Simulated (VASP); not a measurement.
# Cr (Im-3m) in VASP: single point with r2SCAN

Aim: the single point of Cr with r2SCAN.

All numbers are computed with VASP 6.6.1; they aren't measurements. Logs are shortened: lines on timing, memory, paths and dates and some standing lists are left out, and cuts for length are marked.

### 1 The cell of the first run

The structure is cubic, space group Im-3m (No. 229). Conventional cell: a = 2.884 Å, b = 2.884 Å, c = 2.884 Å, α = 90.00°, β = 90.00°, γ = 90.00°. Within 3.3 Å of Cr (site symmetry m-3m) lie 14 Cr at 2.50 to 2.88 Å.

### 2 Single point, r2SCAN, collinear spin, ferromagnetic start

File POSCAR:

```
Cr
1.0
   -1.4419500000      1.4419500000      1.4419500000
    1.4419500000     -1.4419500000      1.4419500000
    1.4419500000      1.4419500000     -1.4419500000
Cr
1
Direct
    0.0000000000      0.0000000000      0.0000000000
```

File INCAR.step1:

```
SYSTEM = Cr
  PREC = Accurate
  ENCUT = 520
  ISMEAR = -1
  SIGMA = 0.08
  LREAL = .False.
  LASPH = .True.
  NELM = 150
  ISPIN = 2
  MAGMOM = 3
  LMAXMIX = 4
  NBANDS = 16
  GGA = PE
  ALGO = Normal
  EDIFF = 1E-4
  LWAVE = .True.
  LCHARG = .False.
```

File INCAR.step2:

```
SYSTEM = Cr
  PREC = Accurate
  ENCUT = 520
  EDIFF = 1E-6
  ISMEAR = -1
  SIGMA = 0.08
  LREAL = .False.
  LASPH = .True.
  NELM = 150
  ALGO = Normal
  ISIF = 2
  LWAVE = .False.
  LCHARG = .False.
  ISPIN = 2
  MAGMOM = 3
  LORBIT = 11
  LMAXMIX = 4
  METAGGA = R2SCAN
  LMIXTAU = .True.
  NBANDS = 16
  ISTART = 1
```

File KPOINTS:

```
Automatic mesh
0
Gamma
  16 16 16
  0 0 0
```

Potentials or basis: VASP PAW PBE potentials, release 64 (Cr_pv).

Launch:

```sh
$ cat potpaw_PBE.64/Cr_pv/POTCAR > POTCAR
$ cp INCAR.step1 INCAR
$ mpirun -np 1 vasp_std > vasp.out
$ cp INCAR.step2 INCAR
$ mpirun -np 1 vasp_std > vasp.out
```

OUTCAR:

```text
SYSTEM = Cr
   PREC = Accurate
   ENCUT = 520
   EDIFF = 1E-6
   ISMEAR = -1
   LREAL = .False.
   LASPH = .True.
   NELM = 150
   ISIF = 2
   ISPIN = 2
   LORBIT = 11
   METAGGA = R2SCAN
   ISTART = 1

 ion  position               nearest neighbor table
   1  0.000  0.000  0.000-

  LATTYP: Found a body centered cubic cell.
 ALAT       =     2.8839000000

  Lattice vectors:

 A1 = (  -1.4419500000,   1.4419500000,   1.4419500000)
 A2 = (   1.4419500000,  -1.4419500000,   1.4419500000)
 A3 = (   1.4419500000,   1.4419500000,  -1.4419500000)

Analysis of symmetry for initial positions (statically):
=====================================================================
 Subroutine PRICEL returns:
 Original cell was already a primitive cell.

 Routine SETGRP: Setting up the symmetry group for a
 body centered cubic supercell.

 Subroutine GETGRP returns: Found 48 space group operations
 (whereof 48 operations were pure point group operations)
 out of a pool of 48 trial point group operations.

The static configuration has the point symmetry O_h .

Analysis of symmetry for dynamics (positions and initial velocities):
=====================================================================
 Subroutine PRICEL returns:
 Original cell was already a primitive cell.

 Routine SETGRP: Setting up the symmetry group for a
 body centered cubic supercell.

 Subroutine GETGRP returns: Found 48 space group operations
 (whereof 48 operations were pure point group operations)
 out of a pool of 48 trial point group operations.

The dynamic configuration has the point symmetry O_h .

Analysis of structural, dynamic, and magnetic symmetry:
=====================================================================
 Subroutine PRICEL returns:
 Original cell was already a primitive cell.

 Routine SETGRP: Setting up the symmetry group for a
 body centered cubic supercell.

 Subroutine GETGRP returns: Found 48 space group operations
 (whereof 48 operations were pure point group operations)
 out of a pool of 48 trial point group operations.

The overall configuration has the point symmetry O_h .

 Subroutine INISYM returns: Found 48 space group operations
 (whereof 48 operations are pure point group operations),
 and found     1 'primitive' translations

----------------------------------------------------------------------------------------

                                     Primitive cell

  volume of cell :      11.9925

  direct lattice vectors                    reciprocal lattice vectors
    -1.441950000  1.441950000  1.441950000     0.000000000  0.346752661  0.346752661
     1.441950000 -1.441950000  1.441950000     0.346752661  0.000000000  0.346752661
     1.441950000  1.441950000 -1.441950000     0.346752661  0.346752661  0.000000000

  length of vectors
     2.497530662  2.497530662  2.497530662     0.490382316  0.490382316  0.490382316

  position of ions in fractional coordinates (direct lattice)
     0.000000000  0.000000000  0.000000000

  ion indices of the primitive-cell ions
   primitive index   ion index
                 1           1

----------------------------------------------------------------------------------------

 KPOINTS: Automatic mesh

Automatic generation of k-mesh.
 Grid dimensions read from file:
 generate k-points for:   16   16   16

 Generating k-lattice:

  Cartesian coordinates                     Fractional coordinates (reciprocal lattice)
     0.000000000  0.021672041  0.021672041     0.062500000  0.000000000  0.000000000
     0.021672041  0.000000000  0.021672041     0.000000000  0.062500000  0.000000000
     0.021672041  0.021672041  0.000000000     0.000000000  0.000000000  0.062500000

  Length of vectors
     0.030648895  0.030648895  0.030648895

  Shift w.r.t. Gamma in fractional coordinates (k-lattice)
     0.000000000  0.000000000  0.000000000

 Subroutine IBZKPT returns following result:
 ===========================================

 Found    145 irreducible k-points:

 Following reciprocal coordinates:
            Coordinates               Weight
  0.000000  0.000000  0.000000      1.000000
  0.062500  0.000000  0.000000     12.000000
  0.125000  0.000000  0.000000     12.000000
  0.187500  0.000000  0.000000     12.000000
  0.250000  0.000000  0.000000     12.000000
  0.312500  0.000000  0.000000     12.000000
[... 16 lines left out ...]
  0.187500  0.187500  0.000000     24.000000
  0.250000  0.187500  0.000000     48.000000
 [... further k-points ...]
   k-points           NKPTS =    145   k-points in BZ     NKDIM =    145   number of bands    NBANDS=     16
   number of dos      NEDOS =    301   number of ions     NIONS =      1
   total plane-waves  NPLWV =   8000
   dimension x,y,z NGX =    20 NGY =   20 NGZ =   20
   dimension x,y,z NGXF=    40 NGYF=   40 NGZF=   40
   ions per type =               1
   NGX,Y,Z   is equivalent  to a cutoff of  13.31, 13.31, 13.31 a.u.
   NGXF,Y,Z  is equivalent  to a cutoff of  26.63, 26.63, 26.63 a.u.
 SYSTEM =  Cr
   PREC   = accura    normal or accurate (medium, high low for compatibility)
   ISTART =      1    job   : 0-new  1-cont  2-samecut
   ICHARG =      0    charge: 1-file 2-atom 10-const
   ISPIN  =      2    spin polarized calculation?
   LNONCOLLINEAR =      F non collinear calculations
   LSORBIT =      F    spin-orbit coupling
   LASPH  =      T    aspherical Exc in radial PAW
   ENCUT  =  520.0 eV  38.22 Ry    6.18 a.u.   4.64  4.64  4.64*2*pi/ulx,y,z
   NELM   =    150;   NELMIN=  2; NELMDL=  0     # of ELM steps
   EDIFF  = 0.1E-05   stopping-criterion for ELM
   LREAL  =      F    real-space projection
   EDIFFG = 0.1E-04   stopping-criterion for IOM
   NSW    =      0    number of steps for IOM
   IBRION =     -1    ionic relax: 0-MD 1-quasi-New 2-CG
   NFREE  =      0    steps in history (QN), initial steepest desc. (CG)
   ISIF   =      2    stress and relaxation
   ISYM   =      2    0-nonsym 1-usesym 2-fastsym
   POTIM  = 0.5000    time-step for ionic-motion
   TEBEG  =    0.0;   TEEND  =   0.0 temperature during run
   PSTRESS=    0.0 pullay stress
   NELECT =      12.0000    total number of electrons
   NUPDOWN=      -1.0000    fix difference up-down
   EMIN   =  10.00;   EMAX   =-10.00  energy-range for DOS
   EFERMI =   0.00;   METHOD = LEGACY
   ISMEAR =    -1;   SIGMA  =   0.08  broadening in eV -4-tet -1-fermi 0-gaus
   EFERMI_NEDOS =   21; number of points for ismear=-14 and -15
   IALGO  =     38    algorithm
   IMIX   =      4    mixing-type and parameters
     AMIX     =   0.40;   BMIX     =  1.00
     AMIX_MAG =   1.60;   BMIX_MAG =  1.00
  volume/ion in A,a.u.               =      11.99        80.93
  Fermi-wavevector in a.u.,A,eV,Ry     =   1.637439  3.094310 36.480015  2.681205
  Thomas-Fermi vector in A             =   2.728578
   LORBIT       =     11    0 simple, 1 ext, 2 COOP (PROOUT), +10 PAW based schemes
   METAGGA = R2SCAN    functional components
   LHFCALC =     F    Hartree Fock is set to
   AEXX    =    0.0000 exact exchange contribution
   IVDW    =     0    specifies the selected vdW correction
   LEPSILON=     F    determine dielectric tensor
   LRPA    =     F    only Hartree local field effects (RPA)
 spin polarized calculation
  energy-cutoff  :      520.00
  volume of cell :       11.99
 maximum number of plane-waves:       336
   NGX =  9   NGY =  9   NGZ =  9

 number of electron      11.9999992 magnetization      -0.0000002

 number of electron      11.9999992 magnetization       0.0000001

 Free energy of the ion-electron system (eV)
  ---------------------------------------------------
  ext. energy  EPLUGINS =         0.00000000
  ---------------------------------------------------
  free energy    TOTEN  =       -14.78655562 eV

  energy without entropy =      -14.77473815  energy(sigma->0) =      -14.78064689

 E-fermi :  10.3634     XC(G=0): -14.7404

 val. band max:       10.3295108730   @ k =  -0.1875   0.1875   0.1250
 cond. band min:      10.3801928555   @ k =  -0.3125   0.3125   0.1875
 fundamental gap:      0.0506819825
 Fermi energy:        10.3634198945

 spin component 1

 k-point     1 :       0.0000    0.0000    0.0000
  band No.  band energies     occupation
      1     -34.0032      1.00000
      2     -34.0032      1.00000
      3     -34.0032      1.00000
      4       2.1038      1.00000
      5       9.4674      0.99999
      6       9.4675      0.99999
[... 8 lines left out ...]
     15      40.7566      0.00000
     16      45.0037      0.00000
[... 419 lines left out ...]
 k-point    24 :       0.2500    0.1875    0.0000
  band No.  band energies     occupation
      1     -34.6672      1.00000
      2     -34.2721      1.00000
      3     -34.0740      1.00000
      4       6.4209      1.00000
      5       8.1770      1.00000
      6       8.6758      1.00000
[... 8 lines left out ...]
     15      40.3834      0.00000
     16      44.7875      0.00000

 [... further k-points ...]

 spin component 2

 k-point     1 :       0.0000    0.0000    0.0000
  band No.  band energies     occupation
      1     -34.0032      1.00000
      2     -34.0032      1.00000
      3     -34.0032      1.00000
      4       2.1038      1.00000
      5       9.4674      0.99999
      6       9.4675      0.99999
[... 8 lines left out ...]
     15      40.7566      0.00000
     16      45.0037      0.00000
[... 419 lines left out ...]
 k-point    24 :       0.2500    0.1875    0.0000
  band No.  band energies     occupation
      1     -34.6672      1.00000
      2     -34.2721      1.00000
      3     -34.0740      1.00000
      4       6.4209      1.00000
      5       8.1770      1.00000
      6       8.6758      1.00000
[... 8 lines left out ...]
     15      40.3834      0.00000
     16      44.7875      0.00000

 [... further k-points ...]

------------------------ aborting loop because EDIFF is reached ----------------------------------------

  FORCE on cell =-STRESS in cart. coord.  units (eV):
  Direction    XX          YY          ZZ          XY          YZ          ZX
  --------------------------------------------------------------------------------------
  -------------------------------------------------------------------------------------
  Total       -1.0236197     -1.0236197     -1.0236197      0.0000000      0.0000000     -0.0000000
  in kB     -136.7535529   -136.7535529   -136.7535529      0.0000000      0.0000000     -0.0000000
  external PRESSURE =    -136.7535529 kB  Pullay stress =       0.0000000 kB

 VOLUME and BASIS-vectors are now :
 -----------------------------------------------------------------------------
  energy-cutoff  :      520.00
  volume of cell :       11.99
      direct lattice vectors                 reciprocal lattice vectors
    -1.441950000  1.441950000  1.441950000     0.000000000  0.346752661  0.346752661
     1.441950000 -1.441950000  1.441950000     0.346752661  0.000000000  0.346752661
     1.441950000  1.441950000 -1.441950000     0.346752661  0.346752661  0.000000000

 POSITION                                       TOTAL-FORCE (eV/Angst)
 -----------------------------------------------------------------------------------
      0.00000      0.00000      0.00000         0.000000      0.000000      0.000000
 -----------------------------------------------------------------------------------
    total drift:                                0.000000     -0.000000      0.000000

  FREE ENERGIE OF THE ION-ELECTRON SYSTEM (eV)
  ---------------------------------------------------
  free  energy   TOTEN  =       -14.7865556183 eV

  energy  without entropy=      -14.7747381549  energy(sigma->0) =      -14.78064689

 total charge

# of ion       s       p       d       tot
------------------------------------------
    1        0.686   6.400   4.123  11.210

 magnetization (x)

# of ion       s       p       d       tot
------------------------------------------
    1        0.000  -0.000   0.000   0.000
```

It took 4.7 min on 1 thread of Intel Xeon 8259CL, shared host; peak memory 0.17 GiB.

What came out:

```
Free energy                                           : -14.7866 eV
Pressure                                              : -13.7 GPa
Band gap on the k mesh                                : zero (filled and empty bands overlap)
Net moment                                            : 0.00 μB per cell
Valence electrons inside the program's atomic spheres : Cr 11.21
```

Levels at points of the mesh, in eV from the Fermi level:
Spin up:
```csv
k point,band 4,band 5,band 6,band 7,band 8,band 9
"(0.00, 0.00, 0.00)",-8.26,-0.90,-0.90,-0.90,1.38,1.38
"(0.50, 0.00, 0.00)",-4.45,-2.44,0.88,1.29,1.71,2.76
"(0.50, 0.50, 0.50)",-4.13,-4.13,2.38,2.38,2.38,3.06
```
Spin down:
```tsv
k point	band 2	band 3	band 4	band 5	band 6	band 7	band 8	band 9	band 10	band 11
(0.00, 0.00, 0.00)	-44.37	-44.37	-8.26	-0.90	-0.90	-0.90	1.38	1.38	3.13	22.83
(0.50, 0.00, 0.00)	-44.63	-44.37	-4.45	-2.44	0.88	1.29	1.71	2.76	3.06	9.90
(0.50, 0.50, 0.50)	-44.95	-44.95	-4.13	-4.13	2.38	2.38	2.38	3.06	10.66	10.66
```

Caveat: the cell stands under tension; the PAW data sets were made with another functional, which shifts forces and pressure a little.
